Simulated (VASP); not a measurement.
Runs of VASP 6.6.1 on HfB2. The structure is that of space group P6/mmm (No. 191), or close to it. The cells are those of the table. 

```tsv
task	cell	cutoff (eV)	gap on the mesh (eV)	pressure (GPa)	largest force (eV/Å)
electric field gradients	a = 3.140, b = 3.140, c = 3.445 Å, angles 90.0, 90.0, 120.0°, 3 atoms	420	none	(a)	-
single point	a = 3.140, b = 3.154, c = 3.480 Å, angles 90.2, 90.6, 120.4°, 3 atoms	520	none	-4.4	0.01
electric field gradients	a = 3.140, b = 3.113, c = 3.480 Å, angles 89.6, 88.8, 119.1°, 3 atoms	520	none	-4.1	0.01
single point	a = 3.140, b = 3.126, c = 3.480 Å, angles 89.8, 89.4, 119.6°, 3 atoms	520	none	-4.4	0.01
```

Alike in all rows: level PBEsol; potentials or basis VASP PAW PBE potentials, release 64 (Hf_pv, B); no spin polarisation; k mesh 15 × 15 × 12; smearing fermi-dirac 0.03 eV.

**Question.** Fill in the values left out.

**Answer.** (a) -2.1.

Caveats: the PAW data sets were made with another functional, which shifts forces and pressure a little; spin-orbit coupling is left out, which moves the levels of the heavy elements; the cell stands under tension (at least some runs).

A k mesh can miss the band edges, and the runs leave out spin-orbit coupling on Hf.

A gap of «none» marks levels without a gap at the run's occupations.
